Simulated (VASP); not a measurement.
# HfF (Fm-3m) in VASP: a series of runs

HfF is run at these levels: PBE; tasks: single point.

Everything below comes from runs of VASP 6.6.1. Logs are shortened: lines on timing, memory, paths and dates and some standing lists are left out, and cuts for length are marked.

### Step 1. The cell of the first run

The structure is cubic, space group Fm-3m (No. 225). The conventional cell has a = 4.967 Å, b = 4.967 Å, c = 4.967 Å, α = 90.00°, β = 90.00°, γ = 90.00°. Within 3.3 Å of Hf (site symmetry m-3m) lie 6 F at 2.48 Å. Within 3.3 Å of F (site symmetry m-3m) lie 6 Hf at 2.48 Å.

### Step 2. Single point, PBE

Contents of INCAR:

```
SYSTEM = HfF
ALGO = Normal ; EDIFF = 1E-7
ENCUT = 520 ; GGA = PE
ISIF = 2 ; ISMEAR = 0
LASPH = .TRUE. ; LCHARG = .FALSE.
LREAL = .FALSE. ; LWAVE = .FALSE.
NBANDS = 16 ; NELM = 100
PREC = Accurate ; SIGMA = 0.1
```

Contents of KPOINTS:

```
k-points
0
G
  6 6 6
  0 0 0
```

Contents of POSCAR:

```
HfF
1.0
    0.0000000000      2.4837228062      2.4837228062
    2.4837228062      0.0000000000      2.4837228062
    2.4837228062      2.4837228062      0.0000000000
Hf F
1 1
Direct
    0.0000000000      0.0000000000      0.0000000000
    0.5000000000      0.5000000000      0.5000000000
```

Potentials or basis: VASP PAW PBE potentials, release 64 (Hf_pv, F).

Started as:

```sh
cat potpaw_PBE.64/Hf_pv/POTCAR potpaw_PBE.64/F/POTCAR > POTCAR
mpirun -np 1 vasp_std > vasp.out
```

OUTCAR:

```text
SYSTEM = HfF
   EDIFF = 1E-7
   ENCUT = 520
   GGA = PE
   ISIF = 2
   ISMEAR = 0
   LASPH = .TRUE.
   LREAL = .FALSE.
   NELM = 100
   PREC = Accurate

 ion  position               nearest neighbor table
   1  0.000  0.000  0.000-   2 2.48   2 2.48   2 2.48   2 2.48   2 2.48   2 2.48
   2  0.500  0.500  0.500-   1 2.48   1 2.48   1 2.48   1 2.48   1 2.48   1 2.48

  LATTYP: Found a face centered cubic cell.
 ALAT       =     4.9674456124

  Lattice vectors:

 A1 = (   0.0000000000,   2.4837228062,   2.4837228062)
 A2 = (   2.4837228062,   0.0000000000,   2.4837228062)
 A3 = (   2.4837228062,   2.4837228062,   0.0000000000)

Analysis of symmetry for initial positions (statically):
=====================================================================
 Subroutine PRICEL returns:
 Original cell was already a primitive cell.

 Routine SETGRP: Setting up the symmetry group for a
 face centered cubic supercell.

 Subroutine GETGRP returns: Found 48 space group operations
 (whereof 48 operations were pure point group operations)
 out of a pool of 48 trial point group operations.

The static configuration has the point symmetry O_h .

Analysis of symmetry for dynamics (positions and initial velocities):
=====================================================================
 Subroutine PRICEL returns:
 Original cell was already a primitive cell.

 Routine SETGRP: Setting up the symmetry group for a
 face centered cubic supercell.

 Subroutine GETGRP returns: Found 48 space group operations
 (whereof 48 operations were pure point group operations)
 out of a pool of 48 trial point group operations.

The dynamic configuration has the point symmetry O_h .

 Subroutine INISYM returns: Found 48 space group operations
 (whereof 48 operations are pure point group operations),
 and found     1 'primitive' translations

----------------------------------------------------------------------------------------

                                     Primitive cell

  volume of cell :      30.6436

  direct lattice vectors                    reciprocal lattice vectors
     0.000000000  2.483722806  2.483722806    -0.201310709  0.201310709  0.201310709
     2.483722806  0.000000000  2.483722806     0.201310709 -0.201310709  0.201310709
     2.483722806  2.483722806  0.000000000     0.201310709  0.201310709 -0.201310709

  length of vectors
     3.512514478  3.512514478  3.512514478     0.348680377  0.348680377  0.348680377

  position of ions in fractional coordinates (direct lattice)
     0.000000000  0.000000000  0.000000000
[... 69 lines left out ...]
   EDIFF  = 0.1E-06   stopping-criterion for ELM
   LREAL  =      F    real-space projection
   EDIFFG = 0.1E-05   stopping-criterion for IOM
   NSW    =      0    number of steps for IOM
   IBRION =     -1    ionic relax: 0-MD 1-quasi-New 2-CG
   NFREE  =      0    steps in history (QN), initial steepest desc. (CG)
   ISIF   =      2    stress and relaxation
   ISYM   =      2    0-nonsym 1-usesym 2-fastsym
   POTIM  = 0.5000    time-step for ionic-motion
   TEBEG  =    0.0;   TEEND  =   0.0 temperature during run
   PSTRESS=    0.0 pullay stress
   NELECT =      17.0000    total number of electrons
   NUPDOWN=      -1.0000    fix difference up-down
   EMIN   =  10.00;   EMAX   =-10.00  energy-range for DOS
   EFERMI =   0.00;   METHOD = LEGACY
   ISMEAR =     0;   SIGMA  =   0.10  broadening in eV -4-tet -1-fermi 0-gaus
   EFERMI_NEDOS =   21; number of points for ismear=-14 and -15
   IALGO  =     38    algorithm
   IMIX   =      4    mixing-type and parameters
     AMIX     =   0.40;   BMIX     =  1.00
     AMIX_MAG =   1.60;   BMIX_MAG =  1.00
  volume/ion in A,a.u.               =      15.32       103.40
  Fermi-wavevector in a.u.,A,eV,Ry     =   1.345173  2.542008 24.619597  1.809489
  Thomas-Fermi vector in A             =   2.473107
   LORBIT       =      0    0 simple, 1 ext, 2 COOP (PROOUT), +10 PAW based schemes
   GGA     = PE    functional components
   LHFCALC =     F    Hartree Fock is set to
   AEXX    =    0.0000 exact exchange contribution
   IVDW    =     0    specifies the selected vdW correction
   LEPSILON=     F    determine dielectric tensor
   LRPA    =     F    only Hartree local field effects (RPA)
 non-spin polarized calculation
 Gauss-broadening in eV      SIGMA  =   0.10
  energy-cutoff  :      520.00
  volume of cell :       30.64
 maximum number of plane-waves:       869
 NGX is ok and might be reduce to    28
   NGX = 13   NGY = 13   NGZ = 13

 number of electron      17.0000000 magnetization

 Free energy of the ion-electron system (eV)
  ---------------------------------------------------
  ext. energy  EPLUGINS =         0.00000000
  ---------------------------------------------------
  free energy    TOTEN  =       -13.81219327 eV

  energy without entropy =      -13.80844005  energy(sigma->0) =      -13.81031666

 E-fermi :   5.8032     XC(G=0): -11.2275

 val. band max:        5.7046749241   @ k =   0.0000   0.0000   0.0000
 cond. band min:       5.8670756657   @ k =   0.3333   0.0000   0.0000
 fundamental gap:      0.1624007416
 Fermi energy:         5.8031870112

 k-point     1 :       0.0000    0.0000    0.0000
  band No.  band energies     occupation
      1     -26.1689      2.00000
      2     -26.1689      2.00000
      3     -26.1689      2.00000
      4     -20.7042      2.00000
      5      -1.8369      2.00000
      6      -1.8369      2.00000
[... 281 lines left out ...]
      3     -26.3041      2.00000
      4     -20.5065      2.00000
      5      -2.5787      2.00000
      6      -2.5720      2.00000
[... 8 lines left out ...]
     15      14.6956      0.00000
     16      16.3167      0.00000

------------------------ aborting loop because EDIFF is reached ----------------------------------------

  FORCE on cell =-STRESS in cart. coord.  units (eV):
  Direction    XX          YY          ZZ          XY          YZ          ZX
  --------------------------------------------------------------------------------------
  -------------------------------------------------------------------------------------
  Total       -0.8697362     -0.8697362     -0.8697362      0.0000000      0.0000000     -0.0000000
  in kB      -45.4735405    -45.4735405    -45.4735405      0.0000000      0.0000000     -0.0000000
  external PRESSURE =     -45.4735405 kB  Pullay stress =       0.0000000 kB

 VOLUME and BASIS-vectors are now :
 -----------------------------------------------------------------------------
  energy-cutoff  :      520.00
  volume of cell :       30.64
      direct lattice vectors                 reciprocal lattice vectors
     0.000000000  2.483722806  2.483722806    -0.201310709  0.201310709  0.201310709
     2.483722806  0.000000000  2.483722806     0.201310709 -0.201310709  0.201310709
     2.483722806  2.483722806  0.000000000     0.201310709  0.201310709 -0.201310709

 POSITION                                       TOTAL-FORCE (eV/Angst)
 -----------------------------------------------------------------------------------
      0.00000      0.00000      0.00000        -0.000000     -0.000000      0.000000
      2.48372      2.48372      2.48372         0.000000      0.000000     -0.000000
 -----------------------------------------------------------------------------------
    total drift:                                0.000000      0.000000      0.000000

  FREE ENERGIE OF THE ION-ELECTRON SYSTEM (eV)
  ---------------------------------------------------
  free  energy   TOTEN  =       -13.8121932658 eV

  energy  without entropy=      -13.8084400513  energy(sigma->0) =      -13.81031666
```

OSZICAR:

```text
N       E                     dE             d eps       ncg     rms          rms(c)
DAV:   1     0.612109400338E+02    0.61211E+02   -0.88906E+03   512   0.989E+02
DAV:   2    -0.128656362649E+02   -0.74077E+02   -0.70485E+02   696   0.240E+02
DAV:   3    -0.149822825594E+02   -0.21166E+01   -0.21140E+01   632   0.333E+01
DAV:   4    -0.149909222520E+02   -0.86397E-02   -0.86395E-02   664   0.255E+00
DAV:   5    -0.149909867111E+02   -0.64459E-04   -0.64459E-04   632   0.188E-01    0.246E+01
DAV:   6    -0.139157865490E+02    0.10752E+01   -0.24617E+00   512   0.160E+01    0.167E+01
DAV:   7    -0.138279451004E+02    0.87841E-01   -0.31788E-01   584   0.460E+00    0.904E+00
DAV:   8    -0.138158643274E+02    0.12081E-01   -0.76681E-02   552   0.200E+00    0.688E-01
DAV:   9    -0.138121588877E+02    0.37054E-02   -0.99112E-03   536   0.695E-01    0.691E-01
DAV:  10    -0.138122030353E+02   -0.44148E-04   -0.49636E-04   696   0.175E-01    0.128E-01
DAV:  11    -0.138121934669E+02    0.95684E-05   -0.16801E-05   568   0.291E-02    0.289E-02
DAV:  12    -0.138121933779E+02    0.89002E-07   -0.13370E-06   680   0.111E-02    0.399E-03
DAV:  13    -0.138121932435E+02    0.13440E-06   -0.10949E-07   424   0.326E-03    0.646E-04
DAV:  14    -0.138121932658E+02   -0.22305E-07   -0.11478E-08   392   0.921E-04
   1 F= -.13812193E+02 E0= -.13810317E+02  d E =-.375321E-02
```

Run time: 4.8 s. Hardware: 1 thread of Intel Xeon 6975P-C (Granite Rapids), shared host; peak memory 0.15 GiB.

What came out:

* Free energy: -13.8122 eV
* Pressure: -4.5 GPa

Levels at points of the mesh, in eV from the Fermi level:
| k point | band 5 | band 6 | band 7 | band 8 | band 9 | band 10 | band 11 | band 12 |
| --- | --- | --- | --- | --- | --- | --- | --- | --- |
| (0.00, 0.00, 0.00) | -7.64 | -7.64 | -7.64 | -4.25 | -0.10 | -0.10 | -0.10 | 1.59 |
| (0.50, 0.00, 0.00) | -9.51 | -8.40 | -8.40 | -0.56 | 1.73 | 1.78 | 1.78 | 4.14 |
| (0.50, 0.50, 0.00) | -8.45 | -7.88 | -7.88 | -2.59 | 0.21 | 3.00 | 3.52 | 3.73 |

Caveat: the k points lie up to 0.37 Å⁻¹ apart; spin-orbit coupling is left out, which moves the levels of the heavy elements; an odd number of electrons without spin polarisation forces a metal; a magnetic or distorted state may lie lower.

### Step 3. Single point, PBE

This run uses another cell than the first one, of 14.94 Å³/atom, 0.975 times its volume.

Contents of INCAR:

```
PREC     = Accurate       # precision mode
ENCUT    = 520            # plane-wave cutoff, eV
EDIFF    = 1E-7           # SCF threshold, eV
ISMEAR   = 0              # smearing method
SIGMA    = 0.1            # smearing width, eV
LREAL    = F              # projectors in reciprocal space
LASPH    = T              # aspherical terms in the spheres
NELM     = 100            # most SCF steps
ALGO     = Normal         # electronic algorithm
ISIF     = 2              # what is computed and relaxed
LWAVE    = F              # write WAVECAR
LCHARG   = F              # write CHGCAR
GGA      = PE             # functional
NBANDS   = 16             # bands
```

Contents of KPOINTS:

```
regular mesh
0
Gamma
  20 20 20
```

Contents of POSCAR:

```
HfF
1.0
    0.0000000000      2.4626449077      2.4626449077
    2.4626449077      0.0000000000      2.4626449077
    2.4626449077      2.4626449077      0.0000000000
Hf F
1 1
Direct
    0.0000000000      0.0000000000      0.0000000000
    0.5000000000      0.5000000000      0.5000000000
```

Potentials or basis: VASP PAW PBE potentials, release 64 (Hf_pv, F).

Started as:

```sh
cat potpaw_PBE.64/Hf_pv/POTCAR potpaw_PBE.64/F/POTCAR > POTCAR
mpirun -np 1 vasp_std > vasp.out
```

Run time: 49 s. Hardware: 1 thread of Intel Xeon 6975P-C (Granite Rapids), shared host; peak memory 0.25 GiB.

The run converged. Its results:

- Free energy: -13.8348 eV
- Pressure: -1.7 GPa

Levels at points of the mesh, in eV from the Fermi level:
```csv
k point,band 5,band 6,band 7,band 8,band 9,band 10,band 11,band 12,band 13,band 14
"(0.00, 0.00, 0.00)",-7.83,-7.83,-7.83,-4.26,-0.14,-0.14,-0.14,1.60,1.60,8.93
"(0.50, 0.00, 0.00)",-9.74,-8.62,-8.62,-0.58,1.78,1.82,1.82,4.27,4.27,6.25
"(0.50, 0.50, 0.00)",-8.64,-8.06,-8.06,-2.71,0.24,3.07,3.59,3.84,3.84,5.35
```

Caveat: spin-orbit coupling is left out, which moves the levels of the heavy elements; an odd number of electrons without spin polarisation forces a metal; a magnetic or distorted state may lie lower.
